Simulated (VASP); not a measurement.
Here is a VASP 6.6.1 calculation.

The input INCAR:

```
  ALGO = Normal
  EDIFF = 1E-7
  EDIFFG = -0.08
  ENCUT = 600
  GGA = PE
  GGA_COMPAT = False
  IBRION = 2
  ISIF = 3
  ISMEAR = 0
  LASPH = True
  LCHARG = False
  LREAL = False
  LWAVE = False
  NELM = 120
  NELMIN = 4
  NSW = 36
  PREC = Accurate
  SIGMA = 0.2
```

File KPOINTS:

```
k-points
0
Gamma
  4 4 4
```

File POSCAR:

```
Zn5O2
1.0
   -2.7418689700      2.7781534500      3.0036984900
    2.7418689700     -2.7781534500      3.0036984900
    2.7418689700      2.7781534500     -3.0036984900
Zn O
5 2
Direct
    0.7777849900      0.1078360500      0.3300510700
    0.7777849900      0.4477339200      0.6699489300
    0.2222150100      0.5522660800      0.3300510700
    0.2222150100      0.8921639500      0.6699489300
    0.5000000000      0.0000000000      0.5000000000
    0.8830586600      0.0000000000      0.8830586600
    0.1169413400      0.0000000000      0.1169413400
```

Potentials or basis: VASP PAW PBE potentials, release 64 (Zn, O).

Launch:

```bash
$ cat potpaw_PBE.64/Zn/POTCAR potpaw_PBE.64/O/POTCAR > POTCAR
$ mpirun -np 1 vasp_std > vasp.out
```

Question: Predict the relaxed cell.

Answer: a = 5.457 Å, b = 5.457 Å, c = 5.457 Å, α = 125.83°, β = 106.47°, γ = 97.53°.

Question: Estimate the relaxed volume.

Answer: 16.68 Å³/atom.

Final structure:
```cif
data_structure
_symmetry_space_group_name_H-M 'P 1'
_symmetry_Int_Tables_number 1
_cell_length_a 5.4575
_cell_length_b 5.4575
_cell_length_c 5.4575
_cell_angle_alpha 125.831
_cell_angle_beta 106.470
_cell_angle_gamma 97.533
_cell_volume 116.79
loop_
_atom_site_label
_atom_site_type_symbol
_atom_site_fract_x
_atom_site_fract_y
_atom_site_fract_z
_atom_site_occupancy
Zn1 Zn 0.82128 0.07381 0.25253 1
Zn2 Zn 0.82128 0.56875 0.74747 1
Zn3 Zn 0.17872 0.43125 0.25253 1
Zn4 Zn 0.17872 0.92619 0.74747 1
Zn5 Zn 0.50000 0.00000 0.50000 1
O1 O 0.80879 0.00000 0.80879 1
O2 O 0.19121 0.00000 0.19121 1
```

Caveat: the k points lie up to 0.38 Å⁻¹ apart in the final cell, too coarse for converged energies and pressures of a metal; the volume moved by over 15 % at a fixed basis, so the end points are rough.
